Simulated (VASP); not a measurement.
Write the native input for VASP 6.6.1 that does the following.

| Item | Value |
| --- | --- |
| Task | single point |
| Functional | PBEsol |
| Potentials or basis | VASP PAW PBE potentials, release 64 (Si, Ni) |
| Cutoff | 520 eV |
| k mesh | 10 × 10 × 10 |
| Occupations | fermi-dirac, width 0.001 eV |
| Spin | no spin polarisation |
| Dipole correction | no |
| Further INCAR settings | ALGO = Normal; EDIFF = 1e-06; NBANDS = 16 |

The structure of Si2Ni lies in POSCAR:

```
Si2Ni
1.0
    0.0000000000      2.6957256792      2.6957256792
    2.6957256792      0.0000000000      2.6957256792
    2.6957256792      2.6957256792      0.0000000000
Si Ni
2 1
Direct
    0.2500000000      0.2500000000      0.2500000000
    0.7500000000      0.7500000000      0.7500000000
    0.0000000000      0.0000000000      0.0000000000
```

The input as run:

INCAR

```
SYSTEM = Si2Ni
PREC     = Accurate       ! precision mode
ENCUT    = 520            ! plane-wave cutoff, eV
EDIFF    = 1E-6           ! SCF threshold, eV
ISMEAR   = -1             ! smearing method
SIGMA    = 0.001          ! smearing width, eV
LREAL    = .FALSE.        ! projectors in reciprocal space
LASPH    = .TRUE.         ! aspherical terms in the spheres
NELM     = 100            ! most SCF steps
ALGO     = Normal         ! electronic algorithm
ISIF     = 2              ! what is computed and relaxed
LWAVE    = .FALSE.        ! write WAVECAR
LCHARG   = .FALSE.        ! write CHGCAR
GGA      = PS             ! functional
NBANDS   = 16             ! bands
```

KPOINTS

```
Automatic mesh
0
G
  10 10 10
  0 0 0
```

Potentials or basis: VASP PAW PBE potentials, release 64 (Si, Ni).

Command:

```console
$ cat potpaw_PBE.64/Si/POTCAR potpaw_PBE.64/Ni/POTCAR > POTCAR
$ mpirun -np 1 vasp_std > vasp.out
```

It gave:

```
Pressure               : -0.1 GPa
Band gap on the k mesh : zero (bands 9 and 10 overlap by 2.13 eV)
```

Caveat: the PAW data sets were made with another functional, which shifts forces and pressure a little.

Wall time 16 s on 1 thread of Intel(R) Xeon(R) Platinum 8559C (Emerald Rapids) (shared host), peak memory 0.17 GiB.
